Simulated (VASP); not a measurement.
# BN (F-43m) in VASP: further runs

Runs on BN. Level: r2SCAN. Tasks: single point.

All numbers are computed with VASP 6.6.1; they aren't measurements. Logs are shortened: lines on timing, memory, paths and dates and some standing lists are left out, and cuts for length are marked.

## 1. The cell of the first run

The structure is cubic, space group F-43m (No. 216). The conventional cell has a = 3.530 Å, b = 3.530 Å, c = 3.530 Å, α = 90.00°, β = 90.00°, γ = 90.00°. Within 2.0 Å of B (site symmetry -43m) lie 4 N at 1.53 Å. N (site symmetry -43m) has 4 B at 1.53 Å within 2.0 Å.

## 2. Single point, r2SCAN

File POSCAR:

```
BN
1.0
    0.0000000000      1.7651370000      1.7651370000
    1.7651370000      0.0000000000      1.7651370000
    1.7651370000      1.7651370000      0.0000000000
B N
1 1
Direct
    0.0000000000      0.0000000000      0.0000000000
    0.2500000000      0.2500000000      0.2500000000
```

File INCAR.step1:

```
SYSTEM = BN
PREC = Accurate
ENCUT = 660
ISMEAR = 0
SIGMA = 0.01
LREAL = .FALSE.
LASPH = .TRUE.
NELM = 120
NBANDS = 11
GGA = PE
ALGO = Normal
EDIFF = 1E-5
LWAVE = .TRUE.
LCHARG = .FALSE.
GGA_COMPAT = .FALSE.
```

File INCAR.step2:

```
SYSTEM = BN
PREC = Accurate
ENCUT = 660
EDIFF = 1E-6
ISMEAR = 0
SIGMA = 0.01
LREAL = .FALSE.
LASPH = .TRUE.
NELM = 120
ALGO = Normal
ISIF = 2
LWAVE = .FALSE.
LCHARG = .TRUE.
METAGGA = R2SCAN
LMIXTAU = .TRUE.
LELF = .TRUE.
LVHAR = .TRUE.
NBANDS = 11
ISTART = 1
GGA_COMPAT = .FALSE.
```

File KPOINTS:

```
regular mesh
0
G
  12 12 12
  0 0 0
```

Potentials or basis: VASP PAW PBE potentials, release 64 (B, N).

Run with:

```console
> cat potpaw_PBE.64/B/POTCAR potpaw_PBE.64/N/POTCAR > POTCAR
> cp INCAR.step1 INCAR
> mpirun -np 1 vasp_std > vasp.out
> cp INCAR.step2 INCAR
> mpirun -np 1 vasp_std > vasp.out
```

OUTCAR:

```text
SYSTEM = BN
   PREC = Accurate
   ENCUT = 660
   EDIFF = 1E-6
   ISMEAR = 0
   LREAL = .FALSE.
   LASPH = .TRUE.
   NELM = 120
   ISIF = 2
   METAGGA = R2SCAN
   ISTART = 1

 ion  position               nearest neighbor table
   1  0.000  0.000  0.000-   2 1.53   2 1.53   2 1.53   2 1.53
   2  0.250  0.250  0.250-   1 1.53   1 1.53   1 1.53   1 1.53

  LATTYP: Found a face centered cubic cell.
 ALAT       =     3.5302740000

  Lattice vectors:

 A1 = (   0.0000000000,   1.7651370000,   1.7651370000)
 A2 = (   1.7651370000,   0.0000000000,   1.7651370000)
 A3 = (   1.7651370000,   1.7651370000,   0.0000000000)

Analysis of symmetry for initial positions (statically):
=====================================================================
 Subroutine PRICEL returns:
 Original cell was already a primitive cell.

 Routine SETGRP: Setting up the symmetry group for a
 face centered cubic supercell.

 Subroutine GETGRP returns: Found 24 space group operations
 (whereof 24 operations were pure point group operations)
 out of a pool of 48 trial point group operations.

The static configuration has the point symmetry T_d .

Analysis of symmetry for dynamics (positions and initial velocities):
=====================================================================
 Subroutine PRICEL returns:
 Original cell was already a primitive cell.

 Routine SETGRP: Setting up the symmetry group for a
 face centered cubic supercell.

 Subroutine GETGRP returns: Found 24 space group operations
 (whereof 24 operations were pure point group operations)
 out of a pool of 48 trial point group operations.

The dynamic configuration has the point symmetry T_d .

 Subroutine INISYM returns: Found 24 space group operations
 (whereof 24 operations are pure point group operations),
 and found     1 'primitive' translations

----------------------------------------------------------------------------------------

                                     Primitive cell

  volume of cell :      10.9993

  direct lattice vectors                    reciprocal lattice vectors
     0.000000000  1.765137000  1.765137000    -0.283264132  0.283264132  0.283264132
     1.765137000  0.000000000  1.765137000     0.283264132 -0.283264132  0.283264132
     1.765137000  1.765137000  0.000000000     0.283264132  0.283264132 -0.283264132

  length of vectors
     2.496280685  2.496280685  2.496280685     0.490627868  0.490627868  0.490627868

  position of ions in fractional coordinates (direct lattice)
     0.000000000  0.000000000  0.000000000
     0.250000000  0.250000000  0.250000000

[... 81 lines left out ...]
   NFREE  =      0    steps in history (QN), initial steepest desc. (CG)
   ISIF   =      2    stress and relaxation
   ISYM   =      2    0-nonsym 1-usesym 2-fastsym
   POTIM  = 0.5000    time-step for ionic-motion
   TEBEG  =    0.0;   TEEND  =   0.0 temperature during run
   PSTRESS=    0.0 pullay stress
   NELECT =       8.0000    total number of electrons
   NUPDOWN=      -1.0000    fix difference up-down
   EMIN   =  10.00;   EMAX   =-10.00  energy-range for DOS
   EFERMI =   0.00;   METHOD = LEGACY
   ISMEAR =     0;   SIGMA  =   0.01  broadening in eV -4-tet -1-fermi 0-gaus
   EFERMI_NEDOS =   21; number of points for ismear=-14 and -15
   IALGO  =     38    algorithm
   IMIX   =      4    mixing-type and parameters
     AMIX     =   0.40;   BMIX     =  1.00
     AMIX_MAG =   1.60;   BMIX_MAG =  1.00
  volume/ion in A,a.u.               =       5.50        37.11
  Fermi-wavevector in a.u.,A,eV,Ry     =   1.472255  2.782159 29.491106  2.167535
  Thomas-Fermi vector in A             =   2.587292
   LORBIT       =      0    0 simple, 1 ext, 2 COOP (PROOUT), +10 PAW based schemes
   METAGGA = R2SCAN    functional components
   LHFCALC =     F    Hartree Fock is set to
   AEXX    =    0.0000 exact exchange contribution
   IVDW    =     0    specifies the selected vdW correction
   LEPSILON=     F    determine dielectric tensor
   LRPA    =     F    only Hartree local field effects (RPA)
 non-spin polarized calculation
 Gauss-broadening in eV      SIGMA  =   0.01
  energy-cutoff  :      660.00
  volume of cell :       11.00
 maximum number of plane-waves:       444
 NGX is ok and might be reduce to    24
   NGX = 11   NGY = 11   NGZ = 11

 number of electron       8.0000000 magnetization

 Free energy of the ion-electron system (eV)
  ---------------------------------------------------
  ext. energy  EPLUGINS =         0.00000000
  ---------------------------------------------------
  free energy    TOTEN  =       -19.10083821 eV

  energy without entropy =      -19.10083821  energy(sigma->0) =      -19.10083821

 E-fermi :   8.2126     XC(G=0): -14.0280

 val. band max:        8.1428672560   @ k =   0.0000   0.0000   0.0000
 cond. band min:      13.2033208690   @ k =   0.5000   0.5000   0.0000
 fundamental gap:      5.0604536129
 Fermi energy:         8.2125874583

 k-point     1 :       0.0000    0.0000    0.0000
  band No.  band energies     occupation
      1     -13.9981      2.00000
      2       8.1429      2.00000
      3       8.1429      2.00000
      4       8.1429      2.00000
      5      18.0184      0.00000
      6      18.0184      0.00000
      7      18.0184      0.00000
      8      20.4568      0.00000
      9      35.7087      0.00000
     10      37.7791      0.00000
     11      37.7791      0.00000
[... 309 lines left out ...]
 k-point    24 :      -0.4167    0.1667    0.0000
  band No.  band energies     occupation
      1      -8.9482      2.00000
      2      -2.8696      2.00000
      3       3.5902      2.00000
      4       5.2816      2.00000
      5      18.5174      0.00000
      6      21.8023      0.00000
      7      22.1069      0.00000
      8      25.9464      0.00000
      9      31.4663      0.00000
     10      35.6507      0.00000
     11      37.9237      0.00000

 [... further k-points ...]
[... 5 lines left out ...]
  --------------------------------------------------------------------------------------
  -------------------------------------------------------------------------------------
  Total        2.1269819      2.1269819      2.1269819     -0.0000000     -0.0000000      0.0000000
  in kB      309.8197687    309.8197687    309.8197687     -0.0000000     -0.0000000      0.0000000
  external PRESSURE =     309.8197687 kB  Pullay stress =       0.0000000 kB

 VOLUME and BASIS-vectors are now :
 -----------------------------------------------------------------------------
  energy-cutoff  :      660.00
  volume of cell :       11.00
      direct lattice vectors                 reciprocal lattice vectors
     0.000000000  1.765137000  1.765137000    -0.283264132  0.283264132  0.283264132
     1.765137000  0.000000000  1.765137000     0.283264132 -0.283264132  0.283264132
     1.765137000  1.765137000  0.000000000     0.283264132  0.283264132 -0.283264132

 POSITION                                       TOTAL-FORCE (eV/Angst)
 -----------------------------------------------------------------------------------
      0.00000      0.00000      0.00000        -0.000000     -0.000000     -0.000000
      0.88257      0.88257      0.88257         0.000000      0.000000      0.000000
 -----------------------------------------------------------------------------------
    total drift:                                0.000000      0.000000     -0.000000

  FREE ENERGIE OF THE ION-ELECTRON SYSTEM (eV)
  ---------------------------------------------------
  free  energy   TOTEN  =       -19.1008382087 eV

  energy  without entropy=      -19.1008382087  energy(sigma->0) =      -19.10083821
```

OUTCAR.step1:

```text
SYSTEM = BN
   PREC = Accurate
   ENCUT = 660
   ISMEAR = 0
   LREAL = .FALSE.
   LASPH = .TRUE.
[... 558 lines left out ...]
      0.00000      0.00000      0.00000        -0.000000     -0.000000     -0.000000
      0.88257      0.88257      0.88257         0.000000      0.000000      0.000000
 -----------------------------------------------------------------------------------
    total drift:                                0.000000      0.000000     -0.000000

  FREE ENERGIE OF THE ION-ELECTRON SYSTEM (eV)
  ---------------------------------------------------
  free  energy   TOTEN  =       -17.3637086169 eV

  energy  without entropy=      -17.3637086169  energy(sigma->0) =      -17.36370862
```

OSZICAR.step1:

```text
N       E                     dE             d eps       ncg     rms          rms(c)
DAV:   1     0.200944969146E+02    0.20094E+02   -0.57113E+03  1584   0.882E+02
DAV:   2    -0.176921567083E+02   -0.37787E+02   -0.36619E+02  1907   0.217E+02
DAV:   3    -0.184494798404E+02   -0.75732E+00   -0.75618E+00  1899   0.242E+01
DAV:   4    -0.184504622969E+02   -0.98246E-03   -0.98243E-03  1722   0.103E+00
DAV:   5    -0.184504631875E+02   -0.89059E-06   -0.89059E-06  1857   0.307E-02    0.710E+00
DAV:   6    -0.174765458337E+02    0.97392E+00   -0.28587E+00  1927   0.112E+01    0.350E+00
DAV:   7    -0.173797145792E+02    0.96831E-01   -0.13419E-01  1865   0.308E+00    0.200E+00
DAV:   8    -0.173633843206E+02    0.16330E-01   -0.39204E-02  1798   0.149E+00    0.235E-01
DAV:   9    -0.173636258892E+02   -0.24157E-03   -0.78042E-04  1713   0.266E-01    0.894E-02
DAV:  10    -0.173637043033E+02   -0.78414E-04   -0.10695E-04  1762   0.965E-02    0.165E-02
DAV:  11    -0.173637086169E+02   -0.43136E-05   -0.60981E-06  1509   0.220E-02
   1 F= -.17363709E+02 E0= -.17363709E+02  d E =-.220180E-44
```

It took 40 s on 1 thread of Intel Xeon Platinum 8488C (Sapphire Rapids), shared host; peak memory 0.14 GiB.

Results:

| Property | Result |
| --- | --- |
| Free energy | -19.1008 eV |
| Pressure | 31.0 GPa |
| Band gap on the k mesh | 5.06 eV, indirect (least direct gap 9.88 eV) |

Caveat: the PAW data sets were made with another functional, which shifts forces and pressure a little.

## 3. Single point, r2SCAN

This run uses another cell than the first one, of 5.42 Å³/atom, 0.985 times its volume.

File POSCAR:

```
BN
1.0
    0.0000000000      1.7561220000      1.7561220000
    1.7561220000      0.0000000000      1.7561220000
    1.7561220000      1.7561220000      0.0000000000
B N
1 1
Direct
    0.0000000000      0.0000000000      0.0000000000
    0.2500000000      0.2500000000      0.2500000000
```

File INCAR.step1:

```
SYSTEM = BN
PREC     = Accurate       ! precision mode
ENCUT    = 660            ! plane-wave cutoff, eV
ISMEAR   = 0              ! smearing method
SIGMA    = 0.01           ! smearing width, eV
LREAL    = .FALSE.        ! projectors in reciprocal space
LASPH    = .TRUE.         ! aspherical terms in the spheres
NELM     = 120            ! most SCF steps
NBANDS   = 11             ! bands
GGA      = PE             ! functional
ALGO     = Normal         ! electronic algorithm
EDIFF    = 1E-5           ! SCF threshold, eV
LWAVE    = .TRUE.         ! write WAVECAR
LCHARG   = .FALSE.        ! write CHGCAR
GGA_COMPAT= .FALSE.
```

File INCAR.step2:

```
SYSTEM = BN
PREC     = Accurate       ! precision mode
ENCUT    = 660            ! plane-wave cutoff, eV
EDIFF    = 1E-6           ! SCF threshold, eV
ISMEAR   = 0              ! smearing method
SIGMA    = 0.01           ! smearing width, eV
LREAL    = .FALSE.        ! projectors in reciprocal space
LASPH    = .TRUE.         ! aspherical terms in the spheres
NELM     = 120            ! most SCF steps
ALGO     = Normal         ! electronic algorithm
ISIF     = 2              ! what is computed and relaxed
LWAVE    = .FALSE.        ! write WAVECAR
LCHARG   = .FALSE.        ! write CHGCAR
METAGGA  = R2SCAN         ! meta-GGA
LMIXTAU  = .TRUE.       
NBANDS   = 11             ! bands
ISTART   = 1            
GGA_COMPAT= .FALSE.
```

File KPOINTS:

```
Automatic mesh
0
G
  12 12 12
  0 0 0
```

Potentials or basis: VASP PAW PBE potentials, release 64 (B, N).

Run with:

```console
> cat potpaw_PBE.64/B/POTCAR potpaw_PBE.64/N/POTCAR > POTCAR
> cp INCAR.step1 INCAR
> mpirun -np 1 vasp_std > vasp.out
> cp INCAR.step2 INCAR
> mpirun -np 1 vasp_std > vasp.out
```

OUTCAR:

```text
SYSTEM = BN
   PREC = Accurate
   ENCUT = 660
   EDIFF = 1E-6
   ISMEAR = 0
   LREAL = .FALSE.
   LASPH = .TRUE.
   NELM = 120
   ISIF = 2
   METAGGA = R2SCAN
   ISTART = 1

 ion  position               nearest neighbor table
   1  0.000  0.000  0.000-   2 1.52   2 1.52   2 1.52   2 1.52
   2  0.250  0.250  0.250-   1 1.52   1 1.52   1 1.52   1 1.52

  LATTYP: Found a face centered cubic cell.
 ALAT       =     3.5122440000

  Lattice vectors:

 A1 = (   0.0000000000,   1.7561220000,   1.7561220000)
 A2 = (   1.7561220000,   0.0000000000,   1.7561220000)
 A3 = (   1.7561220000,   1.7561220000,   0.0000000000)

Analysis of symmetry for initial positions (statically):
=====================================================================
 Subroutine PRICEL returns:
 Original cell was already a primitive cell.

 Routine SETGRP: Setting up the symmetry group for a
 face centered cubic supercell.

 Subroutine GETGRP returns: Found 24 space group operations
 (whereof 24 operations were pure point group operations)
 out of a pool of 48 trial point group operations.

The static configuration has the point symmetry T_d .

Analysis of symmetry for dynamics (positions and initial velocities):
=====================================================================
 Subroutine PRICEL returns:
 Original cell was already a primitive cell.

 Routine SETGRP: Setting up the symmetry group for a
 face centered cubic supercell.

 Subroutine GETGRP returns: Found 24 space group operations
 (whereof 24 operations were pure point group operations)
 out of a pool of 48 trial point group operations.

The dynamic configuration has the point symmetry T_d .

 Subroutine INISYM returns: Found 24 space group operations
 (whereof 24 operations are pure point group operations),
 and found     1 'primitive' translations

----------------------------------------------------------------------------------------

                                     Primitive cell

  volume of cell :      10.8316

[... 111 lines left out ...]
  Thomas-Fermi vector in A             =   2.593924
   LORBIT       =      0    0 simple, 1 ext, 2 COOP (PROOUT), +10 PAW based schemes
   METAGGA = R2SCAN    functional components
   LHFCALC =     F    Hartree Fock is set to
   AEXX    =    0.0000 exact exchange contribution
   IVDW    =     0    specifies the selected vdW correction
   LEPSILON=     F    determine dielectric tensor
   LRPA    =     F    only Hartree local field effects (RPA)
 non-spin polarized calculation
 Gauss-broadening in eV      SIGMA  =   0.01
  energy-cutoff  :      660.00
  volume of cell :       10.83
 maximum number of plane-waves:       444
 NGX is ok and might be reduce to    24
   NGX = 11   NGY = 11   NGZ = 11

 number of electron       8.0000000 magnetization

 Free energy of the ion-electron system (eV)
  ---------------------------------------------------
  ext. energy  EPLUGINS =         0.00000000
  ---------------------------------------------------
  free energy    TOTEN  =       -19.06405311 eV

  energy without entropy =      -19.06405311  energy(sigma->0) =      -19.06405311

 E-fermi :   8.4142     XC(G=0): -14.1116

 val. band max:        8.3443255309   @ k =   0.0000   0.0000   0.0000
 cond. band min:      13.4218916235   @ k =   0.5000   0.5000   0.0000
 fundamental gap:      5.0775660927
 Fermi energy:         8.4141779586

 k-point     1 :       0.0000    0.0000    0.0000
  band No.  band energies     occupation
      1     -13.9865      2.00000
      2       8.3443      2.00000
      3       8.3443      2.00000
      4       8.3443      2.00000
      5      18.2953      0.00000
      6      18.2953      0.00000
      7      18.2953      0.00000
      8      20.9351      0.00000
      9      36.2260      0.00000
     10      38.1780      0.00000
     11      38.1780      0.00000
[... 309 lines left out ...]
 k-point    24 :      -0.4167    0.1667    0.0000
  band No.  band energies     occupation
      1      -8.8527      2.00000
      2      -2.8124      2.00000
      3       3.7350      2.00000
      4       5.4390      2.00000
      5      18.7956      0.00000
      6      22.1239      0.00000
      7      22.5202      0.00000
      8      26.3658      0.00000
      9      31.8845      0.00000
     10      36.0597      0.00000
     11      38.4704      0.00000

 [... further k-points ...]
[... 5 lines left out ...]
  --------------------------------------------------------------------------------------
  -------------------------------------------------------------------------------------
  Total        2.6272594      2.6272594      2.6272594     -0.0000000     -0.0000000     -0.0000000
  in kB      388.6149342    388.6149342    388.6149342     -0.0000000     -0.0000000     -0.0000000
  external PRESSURE =     388.6149342 kB  Pullay stress =       0.0000000 kB

 VOLUME and BASIS-vectors are now :
 -----------------------------------------------------------------------------
  energy-cutoff  :      660.00
  volume of cell :       10.83
      direct lattice vectors                 reciprocal lattice vectors
     0.000000000  1.756122000  1.756122000    -0.284718260  0.284718260  0.284718260
     1.756122000  0.000000000  1.756122000     0.284718260 -0.284718260  0.284718260
     1.756122000  1.756122000  0.000000000     0.284718260  0.284718260 -0.284718260

 POSITION                                       TOTAL-FORCE (eV/Angst)
 -----------------------------------------------------------------------------------
      0.00000      0.00000      0.00000        -0.000000     -0.000000     -0.000000
      0.87806      0.87806      0.87806         0.000000      0.000000      0.000000
 -----------------------------------------------------------------------------------
    total drift:                                0.000000      0.000000     -0.000000

  FREE ENERGIE OF THE ION-ELECTRON SYSTEM (eV)
  ---------------------------------------------------
  free  energy   TOTEN  =       -19.0640531073 eV

  energy  without entropy=      -19.0640531073  energy(sigma->0) =      -19.06405311
```

Run time: 39 s. Hardware: 1 thread of Intel Xeon Platinum 8488C (Sapphire Rapids), shared host; peak memory 0.14 GiB.

What came out:

| Property | Result |
| --- | --- |
| Free energy | -19.0641 eV |
| Pressure | 38.9 GPa |
| Band gap on the k mesh | 5.08 eV, indirect (least direct gap 9.95 eV) |

Caveat: the PAW data sets were made with another functional, which shifts forces and pressure a little. r2SCAN opens gaps a little over a GGA but as a rule still falls short of measured ones.
